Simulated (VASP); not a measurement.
Here is a VASP 6.6.1 calculation.

POSCAR

```
PHI3
1.0
    3.3683177738      5.8340975202      0.0000000000
   -3.3683177738      5.8340975202      0.0000000000
    0.0000000000      0.0000000000      6.6465229972
I P H
6 2 2
Direct
    0.2939512258      0.6657492652      0.0220418068
    0.3342507348     -0.0402995089      0.5220418068
    1.0402995089      0.2939512258      0.0220418068
    0.7060487742      0.3342507348      0.5220418068
    0.6657492652      1.0402995089      0.0220418068
   -0.0402995089      0.7060487742      0.5220418068
    0.6666666667      0.6666666667      0.0286659998
    0.3333333333      0.3333333333      0.5286659998
    0.6666666667      0.6666666667      0.2402085798
    0.3333333333      0.3333333333      0.7402085798
```

File INCAR.step1:

```
SYSTEM = PHI3
ALGO = Normal
EDIFF = 1E-4
ENCUT = 520
GGA = PE
ISMEAR = -1
LASPH = .TRUE.
LCHARG = .FALSE.
LREAL = .FALSE.
LWAVE = .TRUE.
NBANDS = 38
NELM = 100
PREC = Accurate
SIGMA = 0.1
```

File INCAR.step2:

```
SYSTEM = PHI3
ALGO = Normal
EDIFF = 1E-7
ENCUT = 520
ISIF = 2
ISMEAR = -1
ISTART = 1
LASPH = .TRUE.
LCHARG = .FALSE.
LMIXTAU = .TRUE.
LREAL = .FALSE.
LWAVE = .FALSE.
METAGGA = R2SCAN
NBANDS = 38
NELM = 100
PREC = Accurate
SIGMA = 0.1
```

The input KPOINTS:

```
k-points
0
G
  5 5 4
  0 0 0
```

Potentials or basis: VASP PAW PBE potentials, release 64 (I, P, H).

Launch:

```bash
$ cat potpaw_PBE.64/I/POTCAR potpaw_PBE.64/P/POTCAR potpaw_PBE.64/H/POTCAR > POTCAR
$ cp INCAR.step1 INCAR
$ mpirun -np 1 vasp_std > vasp.out
$ cp INCAR.step2 INCAR
$ mpirun -np 1 vasp_std > vasp.out
```

Estimate the largest force.

0.080 eV/Å.

Predict the band gap on the k mesh.

zero (bands 27 and 28 overlap by 0.73 eV).

Forces on the atoms (eV/Å):
```
I    0.008  0.012 -0.003
I   -0.007  0.013 -0.003
I   -0.015  0.001 -0.003
I   -0.008 -0.012 -0.003
I    0.007 -0.013 -0.003
I    0.015 -0.001 -0.003
P    0.000  0.000  0.080
P    0.000  0.000  0.080
H    0.000  0.000 -0.072
H    0.000  0.000 -0.072
```

Caveat: the PAW data sets were made with another functional, which shifts forces and pressure a little; spin-orbit coupling is left out, which moves the levels of the heavy elements.
